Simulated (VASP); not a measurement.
Wanted: the native input for a VASP 6.6.1 run.

- Task: single point
- Functional: PBEsol
- Potentials or basis: VASP PAW PBE potentials, release 64 (Al, Co)
- Cutoff: 520 eV
- k mesh: 4 × 4 × 4
- Occupations: gaussian, width 0.1 eV
- Spin: collinear spin, ferromagnetic start
- Starting moments: [0.0, 1.48, 1.48, 1.48] μB
- Dipole correction: no
- Further INCAR settings: ALGO = Normal; EDIFF = 1e-07; NBANDS = 27

The structure of AlCo3 lies in POSCAR:

```
AlCo3
1.0
    3.5749480000      0.0000000000      0.0000000000
    0.0000000000      3.5749480000      0.0000000000
    0.0000000000      0.0000000000      3.5749480000
Al Co
1 3
Direct
    0.0000000000      0.0000000000      0.0000000000
    0.5000000000      0.5000000000      0.0000000000
    0.5000000000      0.0000000000      0.5000000000
    0.0000000000      0.5000000000      0.5000000000
```

The input as run:

INCAR

```
PREC = Accurate
ENCUT = 520
EDIFF = 1E-7
ISMEAR = 0
SIGMA = 0.1
LREAL = False
LASPH = True
NELM = 150
ALGO = Normal
ISIF = 2
LWAVE = False
LCHARG = False
ISPIN = 2
MAGMOM = 0 1.48 1.48 1.48
LORBIT = 11
LMAXMIX = 4
GGA = PS
NBANDS = 27
```

KPOINTS

```
regular mesh
0
Gamma
  4 4 4
```

Potentials or basis: VASP PAW PBE potentials, release 64 (Al, Co).

Launch:

```console
$ cat potpaw_PBE.64/Al/POTCAR potpaw_PBE.64/Co/POTCAR > POTCAR
$ mpirun -np 1 vasp_std > vasp.out
```

It gave:

```
Pressure                                              : -7.7 GPa
Net moment                                            : 3.77 μB per cell
Site moments                                          : Al -0.04; Co +1.30 μB
Valence electrons inside the program's atomic spheres : Al 0.82; Co 8.30
```

Caveat: the k points lie up to 0.44 Å⁻¹ apart; the PAW data sets were made with another functional, which shifts forces and pressure a little.

It took 2.2 min on 1 thread of Intel Xeon 8259CL, with other jobs on the host, peak memory 0.17 GiB.
